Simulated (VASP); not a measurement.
# KBr (P1) in VASP: notebook, part 2 of 2

VASP 6.6.1.

### Step 5. Single point, PBE

INCAR

```
  PREC = Accurate
  ENCUT = 520
  EDIFF = 1E-7
  ISMEAR = 1
  SIGMA = 0.01
  LREAL = False
  LASPH = True
  NELM = 100
  ALGO = Normal
  ISIF = 2
  LWAVE = False
  LCHARG = False
  GGA = PE
  NBANDS = 15
```

KPOINTS

```
Automatic mesh
0
Gamma
  4 4 4
```

POSCAR

```
KBr
1.0
   -0.0242900000      3.3333800000      3.3340700000
    3.3419900000     -0.0061400000      3.3159300000
    3.3214300000      3.2946800000      0.0144100000
K Br
1 1
Direct
    0.9705600000      0.0155700000      0.9679800000
    0.5050677591      0.4698104877      0.5106826762
```

Potentials or basis: VASP PAW PBE potentials, release 64 (K_sv, Br).

Started as:

```console
cat potpaw_PBE.64/K_sv/POTCAR potpaw_PBE.64/Br/POTCAR > POTCAR
mpirun -np 1 vasp_std > vasp.out
```

OUTCAR:

```text
PREC = Accurate
   ENCUT = 520
   EDIFF = 1E-7
   ISMEAR = 1
   LREAL = False
   LASPH = True
   NELM = 100
   ISIF = 2
   GGA = PE

 ion  position               nearest neighbor table
   1  0.971  0.016  0.968-   2 3.06   2 3.29
   2  0.505  0.470  0.511-   1 3.06   1 3.29

  LATTYP: Found a triclinic cell.
 ALAT       =     4.7079004476
 B/A-ratio  =     0.9916532297
 C/A-ratio  =     1.0014361513
 COS(alpha) =     0.0001868172
 COS(beta)  =     0.4935042753
 COS(gamma) =     0.5021349391

  Lattice vectors:

 A1 = (  -3.3419900000,   0.0061400000,  -3.3159300000)
 A2 = (  -0.0205600000,   3.3008200000,  -3.3015200000)
 A3 = (   0.0242900000,  -3.3333800000,  -3.3340700000)

Analysis of symmetry for initial positions (statically):
=====================================================================
 Subroutine PRICEL returns:
 Original cell was already a primitive cell.

 Routine SETGRP: Setting up the symmetry group for a
 triclinic supercell.

 Subroutine GETGRP returns: Found  1 space group operations
 (whereof  1 operations were pure point group operations)
 out of a pool of  2 trial point group operations.

The static configuration has the point symmetry C_1 .

Analysis of symmetry for dynamics (positions and initial velocities):
=====================================================================
 Subroutine PRICEL returns:
 Original cell was already a primitive cell.

 Routine SETGRP: Setting up the symmetry group for a
 triclinic supercell.

 Subroutine GETGRP returns: Found  1 space group operations
 (whereof  1 operations were pure point group operations)
 out of a pool of  2 trial point group operations.

The dynamic configuration has the point symmetry C_1 .

 Subroutine INISYM returns: Found  1 space group operations
 (whereof  1 operations are pure point group operations),
 and found     1 'primitive' translations

----------------------------------------------------------------------------------------

                                     Primitive cell

  volume of cell :      73.5962

  direct lattice vectors                    reciprocal lattice vectors
    -0.024290000  3.333380000  3.334070000    -0.148445429  0.148995112  0.149887955
     3.341990000 -0.006140000  3.315930000     0.148603630 -0.150472890  0.151524384
     3.321430000  3.294680000  0.014410000     0.150466039  0.152493951 -0.151366188

  length of vectors
     4.714661705  4.707900448  4.678356677     0.258267280  0.260162965  0.262309277

  position of ions in fractional coordinates (direct lattice)
     0.970560000  0.015570000  0.967980000
     0.505067759  0.469810488  0.510682676

  ion indices of the primitive-cell ions
   primitive index   ion index
                 1           1
                 2           2

----------------------------------------------------------------------------------------

 KPOINTS: Automatic mesh

Automatic generation of k-mesh.
 Grid dimensions read from file:
 generate k-points for:    4    4    4

 Generating k-lattice:

  Cartesian coordinates                     Fractional coordinates (reciprocal lattice)
[... 41 lines left out ...]
 [... further k-points ...]
   k-points           NKPTS =     36   k-points in BZ     NKDIM =     36   number of bands    NBANDS=     15
   number of dos      NEDOS =    301   number of ions     NIONS =      2
   total plane-waves  NPLWV =  46656
   dimension x,y,z NGX =    36 NGY =   36 NGZ =   36
   dimension x,y,z NGXF=    72 NGYF=   72 NGZF=   72
   ions per type =               1   1
   NGX,Y,Z   is equivalent  to a cutoff of  12.69, 12.71, 12.79 a.u.
   NGXF,Y,Z  is equivalent  to a cutoff of  25.39, 25.42, 25.59 a.u.
 SYSTEM =  unknown system
   PREC   = accura    normal or accurate (medium, high low for compatibility)
   ISTART =      0    job   : 0-new  1-cont  2-samecut
   ICHARG =      2    charge: 1-file 2-atom 10-const
   ISPIN  =      1    spin polarized calculation?
   LNONCOLLINEAR =      F non collinear calculations
   LSORBIT =      F    spin-orbit coupling
   LASPH  =      T    aspherical Exc in radial PAW
   ENCUT  =  520.0 eV  38.22 Ry    6.18 a.u.   8.77  8.75  8.70*2*pi/ulx,y,z
   NELM   =    100;   NELMIN=  2; NELMDL= -5     # of ELM steps
   EDIFF  = 0.1E-06   stopping-criterion for ELM
   LREAL  =      F    real-space projection
   EDIFFG = 0.1E-05   stopping-criterion for IOM
   NSW    =      0    number of steps for IOM
   IBRION =     -1    ionic relax: 0-MD 1-quasi-New 2-CG
   NFREE  =      0    steps in history (QN), initial steepest desc. (CG)
   ISIF   =      2    stress and relaxation
   ISYM   =      2    0-nonsym 1-usesym 2-fastsym
   POTIM  = 0.5000    time-step for ionic-motion
   TEBEG  =    0.0;   TEEND  =   0.0 temperature during run
   PSTRESS=    0.0 pullay stress
   NELECT =      16.0000    total number of electrons
   NUPDOWN=      -1.0000    fix difference up-down
   EMIN   =  10.00;   EMAX   =-10.00  energy-range for DOS
   EFERMI =   0.00;   METHOD = LEGACY
   ISMEAR =     1;   SIGMA  =   0.01  broadening in eV -4-tet -1-fermi 0-gaus
   EFERMI_NEDOS =   21; number of points for ismear=-14 and -15
   IALGO  =     38    algorithm
   IMIX   =      4    mixing-type and parameters
     AMIX     =   0.40;   BMIX     =  1.00
     AMIX_MAG =   1.60;   BMIX_MAG =  1.00
  volume/ion in A,a.u.               =      36.80       248.33
  Fermi-wavevector in a.u.,A,eV,Ry     =   0.984381  1.860210 13.184117  0.969005
  Thomas-Fermi vector in A             =   2.115609
   LORBIT       =      0    0 simple, 1 ext, 2 COOP (PROOUT), +10 PAW based schemes
   GGA     = PE    functional components
   LHFCALC =     F    Hartree Fock is set to
   AEXX    =    0.0000 exact exchange contribution
   IVDW    =     0    specifies the selected vdW correction
   LEPSILON=     F    determine dielectric tensor
   LRPA    =     F    only Hartree local field effects (RPA)
 non-spin polarized calculation
 Methfessel and Paxton  Order N= 1 SIGMA  =   0.01
  energy-cutoff  :      520.00
  volume of cell :       73.60
 maximum number of plane-waves:      2002
   NGX = 17   NGY = 17   NGZ = 17

 number of electron      15.9999999 magnetization

 Free energy of the ion-electron system (eV)
  ---------------------------------------------------
  ext. energy  EPLUGINS =         0.00000000
  ---------------------------------------------------
  free energy    TOTEN  =        -6.17755784 eV

  energy without entropy =       -6.17756759  energy(sigma->0) =       -6.17756109

 E-fermi :  -1.8275     XC(G=0):  -7.2671

 val. band max:       -1.8358506249   @ k =   0.0000   0.0000   0.0000
 cond. band min:       2.5363961305   @ k =   0.0000   0.0000   0.0000
 fundamental gap:      4.3722467553
 Fermi energy:        -1.8274855091

 k-point     1 :       0.0000    0.0000    0.0000
  band No.  band energies     occupation
      1     -29.6474      2.00000
      2     -14.1246      2.00000
      3     -13.1246      2.00000
      4     -13.1238      2.00000
      5     -13.1111      2.00000
      6      -1.8718      2.00000
      7      -1.8524      2.00238
      8      -1.8359      1.99762
      9       2.5364      0.00000
     10       5.7440      0.00000
     11       5.8175      0.00000
     12       5.8931      0.00000
     13       6.5879      0.00000
     14       6.7168      0.00000
[... 401 lines left out ...]
      2     -14.1938      2.00000
      3     -13.1677      2.00000
      4     -13.1441      2.00000
      5     -12.9812      2.00000
      6      -2.6771      2.00000
      7      -2.2723      2.00000
      8      -2.1329      2.00000
      9       4.7990      0.00000
     10       5.5787      0.00000
     11       6.8915      0.00000
     12       7.8505      0.00000
     13       7.9357      0.00000
     14       8.3065      0.00000
     15       9.0763      0.00000

 [... further k-points ...]

------------------------ aborting loop because EDIFF is reached ----------------------------------------

  FORCE on cell =-STRESS in cart. coord.  units (eV):
  Direction    XX          YY          ZZ          XY          YZ          ZX
  --------------------------------------------------------------------------------------
  -------------------------------------------------------------------------------------
  Total        0.0709329      0.7787282      0.1780520      0.0335842      0.0007787      0.0028555
  in kB        1.5441980     16.9527905      3.8761646      0.7311238      0.0169530      0.0621632
  external PRESSURE =       7.4577177 kB  Pullay stress =       0.0000000 kB

 VOLUME and BASIS-vectors are now :
 -----------------------------------------------------------------------------
  energy-cutoff  :      520.00
  volume of cell :       73.60
      direct lattice vectors                 reciprocal lattice vectors
    -0.024290000  3.333380000  3.334070000    -0.148445429  0.148995112  0.149887955
     3.341990000 -0.006140000  3.315930000     0.148603630 -0.150472890  0.151524384
     3.321430000  3.294680000  0.014410000     0.150466039  0.152493951 -0.151366188

 POSITION                                       TOTAL-FORCE (eV/Angst)
 -----------------------------------------------------------------------------------
      3.24354      6.42433      3.30149        -0.013976      0.358564     -0.034886
      3.25403      3.36323      3.24915         0.013976     -0.358564      0.034886
 -----------------------------------------------------------------------------------
    total drift:                               -0.000065     -0.000173      0.000019

  FREE ENERGIE OF THE ION-ELECTRON SYSTEM (eV)
  ---------------------------------------------------
  free  energy   TOTEN  =        -6.1775578428 eV

  energy  without entropy=       -6.1775675947  energy(sigma->0) =       -6.17756109
```

OSZICAR:

```text
N       E                     dE             d eps       ncg     rms          rms(c)
DAV:   1     0.912652348431E+02    0.91265E+02   -0.66041E+03  1080   0.906E+02
DAV:   2     0.366827089256E-01   -0.91229E+02   -0.84910E+02  1425   0.223E+02
DAV:   3    -0.603746302104E+01   -0.60741E+01   -0.60430E+01  1625   0.489E+01
DAV:   4    -0.635918392251E+01   -0.32172E+00   -0.32168E+00  1564   0.895E+00
DAV:   5    -0.636203982596E+01   -0.28559E-02   -0.28456E-02  1565   0.966E-01    0.315E+00
DAV:   6    -0.617937168588E+01    0.18267E+00   -0.23376E-01  1430   0.233E+00    0.228E+00
DAV:   7    -0.616700820807E+01    0.12363E-01   -0.11629E-01  1486   0.183E+00    0.105E+00
DAV:   8    -0.617650496569E+01   -0.94968E-02   -0.12772E-02  1161   0.834E-01    0.134E-01
DAV:   9    -0.617714890082E+01   -0.64394E-03   -0.70839E-04  1493   0.162E-01    0.807E-02
DAV:  10    -0.617754511436E+01   -0.39621E-03   -0.41912E-04  1122   0.116E-01    0.150E-02
DAV:  11    -0.617755524765E+01   -0.10133E-04   -0.31720E-05  1364   0.341E-02    0.585E-03
DAV:  12    -0.617755735734E+01   -0.21097E-05   -0.23257E-06  1269   0.105E-02    0.326E-03
DAV:  13    -0.617755780781E+01   -0.45048E-06   -0.92388E-07  1297   0.555E-03    0.531E-04
DAV:  14    -0.617755784284E+01   -0.35030E-07   -0.11029E-07  1303   0.211E-03
   1 F= -.61775578E+01 E0= -.61775611E+01  d E =0.975187E-05
```

Run time: 18 s. Hardware: 1 thread of Intel Xeon 6975P-C (Granite Rapids), shared host; peak memory 0.22 GiB.

Results:

| Quantity | Value |
| --- | --- |
| Free energy | -6.1776 eV |
| Pressure | 0.7 GPa |
| Largest force | 0.361 eV/Å |
| Band gap on the k mesh | 4.37 eV |

Forces in eV/Å, atoms in the order of the input:
```
K   -0.014  0.359 -0.035
Br   0.014 -0.359  0.035
```
